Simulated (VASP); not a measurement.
**Mg4TlF3: single point with PBE**

Crystal: Mg4TlF3.

```
Mg Tl F
1.0
     2.99366    0.00000    0.00000
     0.00000    3.04402    0.00000
     0.00000    0.00000   16.64750
Mg Tl F
4 1 3
Cartesian
  0.0000 1.5220 1.6268
  0.0000 1.5220 15.0207
  1.4968 1.5220 4.3237
  1.4968 1.5220 12.3238
  1.4968 1.5220 8.3238
  1.4968 0.0000 0.0000
  0.0000 0.0000 4.9253
  0.0000 0.0000 11.7222
```

```yaml
Program: VASP 6.6.1
Task: single point
Functional: PBE
Potentials_or_basis: VASP PAW PBE potentials, release 64 (Mg, Tl_d, F)
Cutoff: 520 eV
k_mesh: 12 × 12 × 4
Occupations: gaussian, width 0.1 eV
Spin: no spin polarisation
```

The pressure is -0.3 GPa and the largest force is 0.019 eV/Å. The band gap on the k mesh is zero (bands 21 and 22 overlap by 3.59 eV).

Forces on the atoms (eV/Å):
```
Mg   0.000  0.000  0.000
Mg   0.000  0.000  0.000
Mg   0.000  0.000  0.017
Mg   0.000  0.000 -0.017
Tl   0.000  0.000  0.000
F    0.000  0.000  0.000
F    0.000  0.000 -0.019
F    0.000  0.000  0.019
```

Stress tensor (GPa, compression positive):
```
-0.29  0.00  0.00
 0.00 -0.30  0.00
 0.00  0.00 -0.22
```

Levels at points of the mesh, in eV from the Fermi level:
| k point | band 19 | band 20 | band 21 | band 22 | band 23 | band 24 |
| --- | --- | --- | --- | --- | --- | --- |
| (0.00, 0.00, 0.00) | -5.21 | -4.31 | -1.95 | -1.92 | 0.31 | 0.74 |
| (0.50, 0.00, 0.00) | -2.35 | -1.53 | -1.08 | -1.03 | -0.84 | 1.27 |
| (0.00, 0.50, 0.00) | -2.38 | -1.89 | -1.68 | -1.01 | -0.36 | 1.10 |
| (0.50, 0.50, 0.00) | 0.49 | 0.65 | 1.25 | 1.47 | 1.59 | 2.29 |
| (0.00, 0.00, 0.50) | -5.25 | -4.22 | -2.45 | -1.08 | -0.57 | 1.65 |
| (0.50, 0.00, 0.50) | -2.35 | -1.54 | -1.07 | -1.02 | -0.86 | 1.27 |
| (0.00, 0.50, 0.50) | -2.38 | -1.89 | -1.68 | -1.02 | -0.34 | 1.10 |
| (0.50, 0.50, 0.50) | 0.49 | 0.65 | 1.28 | 1.44 | 1.59 | 2.29 |

Run time: 4.6 min on 1 thread of Intel(R) Xeon(R) Platinum 8559C (Emerald Rapids), with other jobs on the host, peak memory 0.71 GiB.

Caveat: spin-orbit coupling is left out, which moves the levels of the heavy elements.
